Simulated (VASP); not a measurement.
A run of VASP 6.6.1 is set up as follows.

File INCAR:

```
  ALGO = Normal
  EDIFF = 1E-7
  ENCUT = 520
  GGA = PE
  ISIF = 2
  ISMEAR = 0
  LASPH = T
  LCHARG = F
  LREAL = F
  LWAVE = F
  NBANDS = 24
  NELM = 100
  PREC = Accurate
  SIGMA = 0.1
```

KPOINTS

```
k-points
0
Gamma
  18 18 8
```

Contents of POSCAR:

```
TaN
1.0
    2.9730493232      0.0000000000      0.0000000000
   -1.4865246616      2.5747362406      0.0000000000
    0.0000000000      0.0000000000      6.0381890934
Ta N
2 2
Direct
    0.3333333333      0.6666666667      0.0340158079
    0.6666666667      0.3333333333      0.5340158079
    0.3333333333      0.6666666667      0.3509841921
    0.6666666667      0.3333333333      0.8509841921
```

Potentials or basis: VASP PAW PBE potentials, release 64 (Ta_pv, N).

Run with:

```bash
$ cat potpaw_PBE.64/Ta_pv/POTCAR potpaw_PBE.64/N/POTCAR > POTCAR
$ mpirun -np 1 vasp_std > vasp.out
```

Task: Estimate the pressure.

Result: 39.9 GPa.

Task: What does it give for the band gap on the k mesh?

Result: Zero (band 16 reaches 7.60 eV, above the bottom of band 17 at 7.46 eV).

Task: Predict the largest force.

Result: 0.025 eV/Å.

Forces on the atoms (eV/Å):
```
Ta   0.000  0.000 -0.025
Ta   0.000  0.000 -0.025
N    0.000  0.000  0.025
N    0.000  0.000  0.025
```

Caveat: spin-orbit coupling is left out, which moves the levels of the heavy elements.
